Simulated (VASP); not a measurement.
A run of VASP 6.6.1 is set up as follows.

File POSCAR:

```
CsCl
1.0
    4.1401746887      0.0000000000      0.0000000000
    0.0000000000      4.1401746887      0.0000000000
    0.0000000000      0.0000000000      4.1401746887
Cs Cl
1 1
Direct
    0.0000000000      0.0000000000      0.0000000000
    0.5000000000      0.5000000000      0.5000000000
```

The input INCAR.step1:

```
PREC = Accurate
ENCUT = 550
ISMEAR = -1
SIGMA = 0.05
LREAL = False
LASPH = True
NELM = 120
NBANDS = 15
GGA = PE
ALGO = Normal
EDIFF = 1E-5
LWAVE = True
LCHARG = False
GGA_COMPAT = False
```

Contents of INCAR.step2:

```
PREC = Accurate
ENCUT = 550
EDIFF = 1E-6
ISMEAR = -1
SIGMA = 0.05
LREAL = False
LASPH = True
NELM = 120
ALGO = Normal
ISIF = 2
LWAVE = False
LCHARG = False
METAGGA = R2SCAN
LMIXTAU = True
NBANDS = 15
ISTART = 1
GGA_COMPAT = False
```

File KPOINTS:

```
Automatic mesh
0
Gamma
  8 8 8
```

Potentials or basis: VASP PAW PBE potentials, release 64 (Cs_sv, Cl).

Launch:

```console
$ cat potpaw_PBE.64/Cs_sv/POTCAR potpaw_PBE.64/Cl/POTCAR > POTCAR
$ cp INCAR.step1 INCAR
$ mpirun -np 1 vasp_std > vasp.out
$ cp INCAR.step2 INCAR
$ mpirun -np 1 vasp_std > vasp.out
```

**Question.** What does it give for the pressure?

**Answer.** 0.0 GPa.

**Question.** What does it give for the band gap on the k mesh?

**Answer.** 5.91 eV.

Caveat: the PAW data sets were made with another functional, which shifts forces and pressure a little; spin-orbit coupling is left out, which moves the levels of the heavy elements. A k mesh can miss the band edges.
